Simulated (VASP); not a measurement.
# AlGa3N2 (P4/mmm) in VASP: single point with PBE

Aim: the single point of AlGa3N2 with PBE.

Program: VASP 6.6.1. These are calculated values, not measurements. Logs are shortened: lines on timing, memory, paths and dates and some standing lists are left out, and cuts for length are marked.

## (1) The cell of the first run

Symmetry: P4/mmm, No. 123, tetragonal system. The conventional cell has a = 3.160 Å, b = 3.160 Å, c = 10.563 Å, α = 90.00°, β = 90.00°, γ = 90.00°. Within 4.2 Å of Al (site symmetry 4/mmm) lie 4 Al at 3.16 Å and 8 Ga at 3.18 Å and 2 N at 3.67 Å. Ga (site symmetry 4/mmm) has 8 N at 2.76 Å and 6 Ga at 3.02 to 3.16 Å within 3.6 Å. Ga (site symmetry 4mm) has 4 N at 2.64 Å and 5 Ga at 3.02 to 3.16 Å and 4 Al at 3.18 Å within 3.5 Å. Within 3.5 Å of N (site symmetry 4mm) lie 8 Ga at 2.64 to 2.76 Å and 5 N at 3.16 to 3.22 Å.

The cell was built from a structure type or drawn by symmetry, and may not be a known phase.

## (2) Single point, PBE, collinear spin, ferromagnetic start

INCAR reads:

```
PREC = Accurate ; ENCUT = 520
EDIFF = 1E-6 ; ISMEAR = 0
SIGMA = 0.1 ; LREAL = F
LASPH = T ; NELM = 150
ALGO = Normal ; ISIF = 2
LWAVE = F ; LCHARG = F
ISPIN = 2 ; MAGMOM = 0 0 0 0 1 1
LORBIT = 11 ; GGA = PE
NBANDS = 39
```

KPOINTS reads:

```
regular mesh
0
Gamma
  6 6 2
```

POSCAR reads:

```
AlGa3N2
1.0
    3.1599091300      0.0000000000      0.0000000000
    0.0000000000      3.1599091300      0.0000000000
    0.0000000000      0.0000000000     10.5629680300
Al Ga N
1 3 2
Direct
    0.5000000000      0.5000000000      0.5000000000
    0.0000000000      0.0000000000      0.0000000000
    0.0000000000      0.0000000000      0.7145522800
    0.0000000000      0.0000000000      0.2854477200
    0.5000000000      0.5000000000      0.8473602500
    0.5000000000      0.5000000000      0.1526397500
```

Potentials or basis: VASP PAW PBE potentials, release 64 (Al, Ga_d, N).

Command:

```console
$ cat potpaw_PBE.64/Al/POTCAR potpaw_PBE.64/Ga_d/POTCAR potpaw_PBE.64/N/POTCAR > POTCAR
$ mpirun -np 1 vasp_std > vasp.out
```

OUTCAR:

```text
PREC = Accurate
   ENCUT = 520
   EDIFF = 1E-6
   ISMEAR = 0
   LREAL = F
   LASPH = T
   NELM = 150
   ISIF = 2
   ISPIN = 2
   LORBIT = 11
   GGA = PE

 ion  position               nearest neighbor table
   1  0.500  0.500  0.500-
   2  0.000  0.000  0.000-
   3  0.000  0.000  0.715-
   4  0.000  0.000  0.285-
   5  0.500  0.500  0.847-
   6  0.500  0.500  0.153-

  LATTYP: Found a simple tetragonal cell.
 ALAT       =     3.1599091300
 C/A-ratio  =     3.3428075288

  Lattice vectors:

 A1 = (   3.1599091300,   0.0000000000,   0.0000000000)
 A2 = (   0.0000000000,   3.1599091300,   0.0000000000)
 A3 = (   0.0000000000,   0.0000000000,  10.5629680300)

Analysis of symmetry for initial positions (statically):
=====================================================================
 Subroutine PRICEL returns:
 Original cell was already a primitive cell.

 Routine SETGRP: Setting up the symmetry group for a
 simple tetragonal supercell.

 Subroutine GETGRP returns: Found 16 space group operations
 (whereof 16 operations were pure point group operations)
 out of a pool of 16 trial point group operations.

The static configuration has the point symmetry D_4h.

Analysis of symmetry for dynamics (positions and initial velocities):
=====================================================================
 Subroutine PRICEL returns:
 Original cell was already a primitive cell.

 Routine SETGRP: Setting up the symmetry group for a
 simple tetragonal supercell.

 Subroutine GETGRP returns: Found 16 space group operations
 (whereof 16 operations were pure point group operations)
 out of a pool of 16 trial point group operations.

The dynamic configuration has the point symmetry D_4h.

Analysis of structural, dynamic, and magnetic symmetry:
=====================================================================
 Subroutine PRICEL returns:
 Original cell was already a primitive cell.

 Routine SETGRP: Setting up the symmetry group for a
 simple tetragonal supercell.

 Subroutine GETGRP returns: Found 16 space group operations
 (whereof 16 operations were pure point group operations)
 out of a pool of 16 trial point group operations.

The overall configuration has the point symmetry D_4h.

 Subroutine INISYM returns: Found 16 space group operations
 (whereof 16 operations are pure point group operations),
 and found     1 'primitive' translations

----------------------------------------------------------------------------------------

                                     Primitive cell

  volume of cell :     105.4715

  direct lattice vectors                    reciprocal lattice vectors
     3.159909130  0.000000000  0.000000000     0.316464797  0.000000000  0.000000000
     0.000000000  3.159909130  0.000000000     0.000000000  0.316464797  0.000000000
     0.000000000  0.000000000 10.562968030     0.000000000  0.000000000  0.094670361

  length of vectors
     3.159909130  3.159909130 10.562968030     0.316464797  0.316464797  0.094670361

  position of ions in fractional coordinates (direct lattice)
     0.500000000  0.500000000  0.500000000
     0.000000000  0.000000000  0.000000000
     0.000000000  0.000000000  0.714552280
     0.000000000  0.000000000  0.285447720
     0.500000000  0.500000000  0.847360250
     0.500000000  0.500000000  0.152639750

  ion indices of the primitive-cell ions
   primitive index   ion index
                 1           1
                 2           2
                 3           3
                 4           4
                 5           5
                 6           6

----------------------------------------------------------------------------------------

 KPOINTS: regular mesh

Automatic generation of k-mesh.
 Grid dimensions read from file:
 generate k-points for:    6    6    2

 Generating k-lattice:

  Cartesian coordinates                     Fractional coordinates (reciprocal lattice)
     0.052744133  0.000000000  0.000000000     0.166666667  0.000000000  0.000000000
     0.000000000  0.052744133  0.000000000     0.000000000  0.166666667  0.000000000
     0.000000000  0.000000000  0.047335181     0.000000000  0.000000000  0.500000000

  Length of vectors
     0.052744133  0.052744133  0.047335181

  Shift w.r.t. Gamma in fractional coordinates (k-lattice)
     0.000000000  0.000000000  0.000000000

 Subroutine IBZKPT returns following result:
 ===========================================

 Found     20 irreducible k-points:

 Following reciprocal coordinates:
            Coordinates               Weight
  0.000000  0.000000  0.000000      1.000000
  0.166667  0.000000  0.000000      4.000000
  0.333333  0.000000  0.000000      4.000000
  0.500000  0.000000  0.000000      2.000000
  0.166667  0.166667  0.000000      4.000000
  0.333333  0.166667  0.000000      8.000000
[... 12 lines left out ...]
  0.500000  0.333333  0.500000      4.000000
  0.500000  0.500000  0.500000      1.000000
   k-points           NKPTS =     20   k-points in BZ     NKDIM =     20   number of bands    NBANDS=     39
   number of dos      NEDOS =    301   number of ions     NIONS =      6
   total plane-waves  NPLWV =  46080
   dimension x,y,z NGX =    24 NGY =   24 NGZ =   80
   dimension x,y,z NGXF=    48 NGYF=   48 NGZF=  160
   ions per type =               1   3   2
   NGX,Y,Z   is equivalent  to a cutoff of  12.63, 12.63, 12.59 a.u.
   NGXF,Y,Z  is equivalent  to a cutoff of  25.25, 25.25, 25.18 a.u.
 SYSTEM =  unknown system
   PREC   = accura    normal or accurate (medium, high low for compatibility)
   ISTART =      0    job   : 0-new  1-cont  2-samecut
   ICHARG =      2    charge: 1-file 2-atom 10-const
   ISPIN  =      2    spin polarized calculation?
   LNONCOLLINEAR =      F non collinear calculations
   LSORBIT =      F    spin-orbit coupling
   LASPH  =      T    aspherical Exc in radial PAW
   ENCUT  =  520.0 eV  38.22 Ry    6.18 a.u.   5.88  5.88 19.64*2*pi/ulx,y,z
   NELM   =    150;   NELMIN=  2; NELMDL= -5     # of ELM steps
   EDIFF  = 0.1E-05   stopping-criterion for ELM
   LREAL  =      F    real-space projection
   EDIFFG = 0.1E-04   stopping-criterion for IOM
   NSW    =      0    number of steps for IOM
   IBRION =     -1    ionic relax: 0-MD 1-quasi-New 2-CG
   NFREE  =      0    steps in history (QN), initial steepest desc. (CG)
   ISIF   =      2    stress and relaxation
   ISYM   =      2    0-nonsym 1-usesym 2-fastsym
   POTIM  = 0.5000    time-step for ionic-motion
   TEBEG  =    0.0;   TEEND  =   0.0 temperature during run
   PSTRESS=    0.0 pullay stress
   NELECT =      52.0000    total number of electrons
   NUPDOWN=      -1.0000    fix difference up-down
   EMIN   =  10.00;   EMAX   =-10.00  energy-range for DOS
   EFERMI =   0.00;   METHOD = LEGACY
   ISMEAR =     0;   SIGMA  =   0.10  broadening in eV -4-tet -1-fermi 0-gaus
   EFERMI_NEDOS =   21; number of points for ismear=-14 and -15
   IALGO  =     38    algorithm
   IMIX   =      4    mixing-type and parameters
     AMIX     =   0.40;   BMIX     =  1.00
     AMIX_MAG =   1.60;   BMIX_MAG =  1.00
  volume/ion in A,a.u.               =      17.58       118.63
  Fermi-wavevector in a.u.,A,eV,Ry     =   1.293295  2.443973 22.757263  1.672612
  Thomas-Fermi vector in A             =   2.424949
   LORBIT       =     11    0 simple, 1 ext, 2 COOP (PROOUT), +10 PAW based schemes
   GGA     = PE    functional components
   LHFCALC =     F    Hartree Fock is set to
   AEXX    =    0.0000 exact exchange contribution
   IVDW    =     0    specifies the selected vdW correction
   LEPSILON=     F    determine dielectric tensor
   LRPA    =     F    only Hartree local field effects (RPA)
 spin polarized calculation
 Gauss-broadening in eV      SIGMA  =   0.10
  energy-cutoff  :      520.00
  volume of cell :      105.47
 maximum number of plane-waves:      2896
 NGX is ok and might be reduce to    24
   NGX = 11   NGY = 11   NGZ = 39

 number of electron      51.9999971 magnetization       0.5711505

 Free energy of the ion-electron system (eV)
  ---------------------------------------------------
  ext. energy  EPLUGINS =         0.00000000
  ---------------------------------------------------
  free energy    TOTEN  =       -22.78896871 eV

  energy without entropy =      -22.77577902  energy(sigma->0) =      -22.78237387

 E-fermi :   3.8532     XC(G=0): -10.2622

 val. band max:        3.8459081657   @ k =   0.3333   0.1667   0.5000
 cond. band min:       3.8970662533   @ k =   0.0000   0.0000   0.5000
 fundamental gap:      0.0511580876
 Fermi energy:         3.8532004286

 spin component 1

 k-point     1 :       0.0000    0.0000    0.0000
  band No.  band energies     occupation
      1     -10.7516      1.00000
      2     -10.7457      1.00000
      3     -10.7314      1.00000
      4     -10.7301      1.00000
      5     -10.6699      1.00000
      6     -10.6309      1.00000
[... 809 lines left out ...]
     37       8.4786      0.00000
     38       9.2381      0.00000
 Fermi energy:         3.8532004286

 spin component 2

 k-point     1 :       0.0000    0.0000    0.0000
  band No.  band energies     occupation
      1     -10.7538      1.00000
      2     -10.7502      1.00000
      3     -10.7357      1.00000
      4     -10.7343      1.00000
      5     -10.6730      1.00000
      6     -10.6326      1.00000
[... 809 lines left out ...]
     37       8.5462      0.00000
     38       9.2062      0.00000
 [bands above 38 left out]

------------------------ aborting loop because EDIFF is reached ----------------------------------------

  FORCE on cell =-STRESS in cart. coord.  units (eV):
  Direction    XX          YY          ZZ          XY          YZ          ZX
  --------------------------------------------------------------------------------------
  -------------------------------------------------------------------------------------
  Total      -10.2545296    -10.2545296    -10.1212820      0.0000000      0.0000000     -0.0000000
  in kB     -155.7726379   -155.7726379   -153.7485243      0.0000000      0.0000000     -0.0000000
  external PRESSURE =    -155.0979334 kB  Pullay stress =       0.0000000 kB

 VOLUME and BASIS-vectors are now :
 -----------------------------------------------------------------------------
  energy-cutoff  :      520.00
  volume of cell :      105.47
      direct lattice vectors                 reciprocal lattice vectors
     3.159909130  0.000000000  0.000000000     0.316464797  0.000000000  0.000000000
     0.000000000  3.159909130  0.000000000     0.000000000  0.316464797  0.000000000
     0.000000000  0.000000000 10.562968030     0.000000000  0.000000000  0.094670361

 POSITION                                       TOTAL-FORCE (eV/Angst)
 -----------------------------------------------------------------------------------
      1.57995      1.57995      5.28148        -0.000000      0.000000      0.000000
      0.00000      0.00000      0.00000        -0.000000      0.000000      0.000000
      0.00000      0.00000      7.54779        -0.000000      0.000000      1.085114
      0.00000      0.00000      3.01518        -0.000000      0.000000     -1.085114
      1.57995      1.57995      8.95064        -0.000000      0.000000     -0.542824
      1.57995      1.57995      1.61233         0.000000     -0.000000      0.542824
 -----------------------------------------------------------------------------------
    total drift:                                0.000000      0.000000     -0.000000

  FREE ENERGIE OF THE ION-ELECTRON SYSTEM (eV)
  ---------------------------------------------------
  free  energy   TOTEN  =       -22.7889687125 eV

  energy  without entropy=      -22.7757790226  energy(sigma->0) =      -22.78237387

 total charge

# of ion       s       p       d       tot
------------------------------------------
    1        0.510   0.203   0.000   0.712
    2        0.972   0.321   9.963  11.257
    3        0.985   0.406   9.960  11.351
    4        0.985   0.406   9.960  11.351
    5        1.335   2.049   0.000   3.384
    6        1.335   2.049   0.000   3.384
--------------------------------------------------
tot          6.122   5.433  29.884  41.439

 magnetization (x)

# of ion       s       p       d       tot
------------------------------------------
    1       -0.002  -0.002   0.000  -0.004
    2        0.001  -0.014   0.001  -0.011
    3       -0.003  -0.011   0.001  -0.013
    4       -0.003  -0.011   0.001  -0.013
    5        0.005   0.234   0.000   0.239
    6        0.005   0.234   0.000   0.239
--------------------------------------------------
tot          0.003   0.430   0.004   0.436
```

Run time: 3 min. Hardware: 1 thread of Intel Xeon 8259CL, shared host; peak memory 0.31 GiB.

Results:

| Item | Value |
| --- | --- |
| Free energy | -22.7890 eV |
| Pressure | -15.5 GPa |
| Largest force | 1.085 eV/Å |
| Net moment | 0.57 μB per cell |
| Site moments | Al -0.00; Ga -0.01; N +0.24 μB |
| Valence electrons inside the program's atomic spheres | Al 0.71; Ga 11.26, 11.35 (each value once); N 3.38 |

Forces on the atoms (eV/Å):
```
Al   0.000  0.000  0.000
Ga   0.000  0.000  0.000
Ga   0.000  0.000  1.085
Ga   0.000  0.000 -1.085
N    0.000  0.000 -0.543
N    0.000  0.000  0.543
```

Stress tensor (GPa, compression positive):
```
-15.58   0.00   0.00
  0.00 -15.58   0.00
  0.00   0.00 -15.37
```

Caveat: the cell stands under tension; forces of over 1 eV/Å act on the atoms, so gaps and moduli don't describe the material at rest.
